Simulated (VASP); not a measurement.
A run of VASP 6.6.1:

File POSCAR:

```
Rb
1.0
    6.1749297905      0.0000000000      0.0000000000
    0.0000000000      6.1749297905      0.0000000000
    0.0000000000      0.0000000000      5.3142247504
Rb
2
Direct
    0.0000000000      0.0000000000      0.0000000000
    0.5000000000      0.5000000000      0.5000000000
```

File INCAR.step1:

```
ALGO = Normal
EDIFF = 1E-4
ENCUT = 520
GGA = PE
ISMEAR = 0
LASPH = True
LCHARG = False
LREAL = False
LWAVE = True
NBANDS = 16
NELM = 60
PREC = Accurate
SIGMA = 0.1
```

INCAR.step2

```
ALGO = Normal
EDIFF = 1E-6
ENCUT = 520
ISIF = 2
ISMEAR = 0
ISTART = 1
LASPH = True
LCHARG = False
LMIXTAU = True
LREAL = False
LWAVE = False
METAGGA = R2SCAN
NBANDS = 16
NELM = 60
PREC = Accurate
SIGMA = 0.1
```

Contents of KPOINTS:

```
k-points
0
Gamma
  8 8 8
```

Potentials or basis: VASP PAW PBE potentials, release 64 (Rb_sv).

The run is started by

```console
$ cat potpaw_PBE.64/Rb_sv/POTCAR > POTCAR
$ cp INCAR.step1 INCAR
$ mpirun -np 1 vasp_std > vasp.out
$ cp INCAR.step2 INCAR
$ mpirun -np 1 vasp_std > vasp.out
```

Hardware: 1 thread of Intel Xeon 8259CL, on a shared host.

Q: Estimate the wall time of this run.

A: Wall time 19 min on 1 thread of Intel Xeon 8259CL (shared host), peak memory 0.45 GiB. Counts: k points 75.
